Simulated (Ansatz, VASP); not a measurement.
**MnAs in VASP and in Ansatz**

```
Mn As
1.0
     0.00000    2.82995    2.82995
     2.82995    0.00000    2.82995
     2.82995    2.82995    0.00000
Mn As
1 1
Cartesian
  0.0000 0.0000 0.0000
  1.4150 1.4150 1.4150
```

Alike in both runs: task single point; functional PBEsol; k mesh 12 × 12 × 12; occupations gaussian, width 0.05 eV; collinear spin.

|  | VASP | Ansatz |
| --- | --- | --- |
| version | VASP 6.6.1 | Ansatz 0.2.0 |
| potentials or method | VASP PAW PBE potentials, release 64 (Mn_pv, As), cutoff 520 eV | scalar-relativistic, plane waves, PAW |
| valence electrons in the cell | 18 | 30 |

Ansatz gave:

| Property | Result |
| --- | --- |
| gap on the k mesh at the Fermi level (eV) | none |
| pressure (GPa) | -3.3 |
| net moment per atom (μB) | 1.85 |
| size of the moment on the site where the two differ most (μB) | 3.50 |

What did VASP give for the same quantities?

gap on the k mesh at the Fermi level (eV): none; pressure (GPa): -3.2; net moment per atom (μB): 1.85; size of the moment on the site where the two differ most (μB): 3.62.

VASP's potentials were made for PBE, not for PBEsol. Site moments also hang on the region over which each program counts them. A gap of «none» marks a metal or a gap that the smearing closes. VASP's potentials hold 18 valence electrons a cell and Ansatz's 30, so a difference there can come from the potentials and not from the codes.
